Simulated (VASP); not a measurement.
Here is a VASP 6.6.1 calculation.

INCAR

```
SYSTEM = Sb
  ALGO = Normal
  EDIFF = 1E-6
  EDIFFG = -0.01
  ENCUT = 600
  GGA = RP
  IBRION = 2
  ISIF = 3
  ISMEAR = -1
  IVDW = 13
  LASPH = .True.
  LCHARG = .False.
  LREAL = .False.
  LWAVE = .False.
  NELM = 80
  NSW = 60
  PREC = Accurate
  SIGMA = 0.05
```

The input KPOINTS:

```
k-points
0
Gamma
  12 12 12
  0 0 0
```

The input POSCAR:

```
Sb
1.0
   -1.5765401831      1.5765401831      2.7119384313
    1.5765401831     -1.5765401831      2.7119384313
    1.5765401831      1.5765401831     -2.7119384313
Sb
1
Direct
    0.0000000000      0.0000000000      0.0000000000
```

Potentials or basis: VASP PAW PBE potentials, release 64 (Sb).

The run is started by

```sh
$ cat potpaw_PBE.64/Sb/POTCAR > POTCAR
$ mpirun -np 1 vasp_std > vasp.out
```

(1) What does it give for the space group after relaxing (to 0.1 Å)?

(2) Predict the band gap on the k mesh.

(3) Estimate the relaxed cell.

## Answers

(1) I4/mmm (No. 139).

(2) zero (an odd number of electrons rules out a gap without spin polarisation).

(3) a = 3.409 Å, b = 3.409 Å, c = 3.409 Å, α = 124.80°, β = 124.80°, γ = 81.87°.

Caveat: spin-orbit coupling is left out, which moves the levels of the heavy elements.
